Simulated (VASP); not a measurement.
## ZrS2: single point with PBE-based screened hybrid

The system is ZrS2.

```
CELL_PARAMETERS angstrom
3.67440 0.00000 0.00000
-1.83720 3.18212 0.00000
0.00000 0.00000 5.85686
ATOMIC_POSITIONS crystal
Zr 0.00000 0.00000 0.00000
S 0.33333 0.66667 0.24623
S 0.66667 0.33333 0.75377
```

- Program: VASP 6.6.1
- Task: single point
- Functional: PBE-based screened hybrid
- Potentials or basis: VASP PAW PBE potentials, release 64 (Zr_sv, S)
- Cutoff: 400 eV
- k mesh: 6 × 6 × 2
- Occupations: gaussian, width 0.01 eV
- Spin: no spin polarisation

The pressure is -0.1 GPa and the largest force is 0.218 eV/Å. The band gap on the k mesh is 1.48 eV, indirect (least direct gap 2.21 eV).

Forces on the atoms (eV/Å):
```
Zr   0.000  0.000  0.000
S    0.000  0.000 -0.218
S    0.000  0.000  0.218
```

Stress tensor (GPa, compression positive):
```
-0.28  0.00  0.00
 0.00 -0.28  0.00
 0.00  0.00  0.25
```

Levels at points of the mesh, in eV from the valence-band top:
```csv
k point,band 9,band 10,band 11,band 12,band 13,band 14,band 15,band 16
"(0.00, 0.00, 0.00)",-3.15,-0.21,-0.21,0.00,2.21,2.21,3.09,5.65
"(0.50, 0.00, 0.00)",-2.78,-2.68,-2.08,-1.49,1.63,4.11,4.39,6.59
"(0.00, 0.00, 0.50)",-3.11,-1.94,-0.36,-0.36,2.16,2.16,3.42,6.09
"(0.50, 0.00, 0.50)",-2.96,-2.50,-1.19,-0.92,1.48,4.09,4.40,6.02
```

It took 10 min on 1 thread of Intel(R) Xeon(R) Platinum 8559C (Emerald Rapids), on a shared host, peak memory 0.26 GiB.

Caveat: the k points lie up to 0.54 Å⁻¹ apart; the PAW data sets were made with another functional, which shifts forces and pressure a little. A k mesh can miss the band edges.
